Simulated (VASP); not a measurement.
Input of a VASP 6.6.1 run:

INCAR

```
SYSTEM = TiNi
PREC = Accurate
ENCUT = 520
EDIFF = 1E-6
ISMEAR = 0
SIGMA = 0.1
LREAL = .FALSE.
LASPH = .TRUE.
NELM = 100
ALGO = Fast
ISIF = 2
LWAVE = .FALSE.
LCHARG = .TRUE.
GGA = PS
LELF = .TRUE.
LVHAR = .TRUE.
NBANDS = 18
```

Contents of KPOINTS:

```
Automatic mesh
0
G
  14 14 14
  0 0 0
```

POSCAR

```
TiNi
1.0
    3.0667666034      0.0000000000      0.0000000000
    0.0000000000      3.0667666034      0.0000000000
    0.0000000000      0.0000000000      3.0667666034
Ti Ni
1 1
Direct
    0.5000000000      0.5000000000      0.5000000000
    0.0000000000      0.0000000000      0.0000000000
```

Potentials or basis: VASP PAW PBE potentials, release 64 (Ti_sv, Ni).

Command:

```bash
$ cat potpaw_PBE.64/Ti_sv/POTCAR potpaw_PBE.64/Ni/POTCAR > POTCAR
$ mpirun -np 1 vasp_std > vasp.out
```

Q: Predict the pressure.

A: -13.7 GPa.

Q: Estimate the band gap on the k mesh.

A: Zero (band 11 reaches 8.93 eV, above the bottom of band 12 at 7.35 eV).

Caveat: the PAW data sets were made with another functional, which shifts forces and pressure a little. Spin polarisation is off, so any magnetic state and its effect on volume and gap are missing.
